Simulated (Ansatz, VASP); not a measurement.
**Sr2C: VASP beside Ansatz**

```xyz
3
Lattice="0.0000 3.3701 3.3701 3.3701 0.0000 3.3701 3.3701 3.3701 0.0000" Properties=species:S:1:pos:R:3 pbc="T T T"
C     0.0000    0.0000    0.0000
Sr    1.6850    1.6850    1.6850
Sr    5.0551    5.0551    5.0551
```

Alike in both runs: task single point; functional PBE; k mesh 6 × 6 × 6; occupations fermi-dirac, width 0.02 eV; no spin polarisation.

```csv
,VASP,Ansatz
version,VASP 6.6.1,Ansatz 0.2.0
potentials or method,"VASP PAW PBE potentials, release 64 (C, Sr_sv)","plane waves, PAW"
plane-wave cutoff (eV),520,420
valence electrons in the cell,24,24
```

|  | VASP | Ansatz | Ansatz less VASP |
| --- | --- | --- | --- |
| pressure (GPa) | 0.2 | 0.0 | -0.20 |
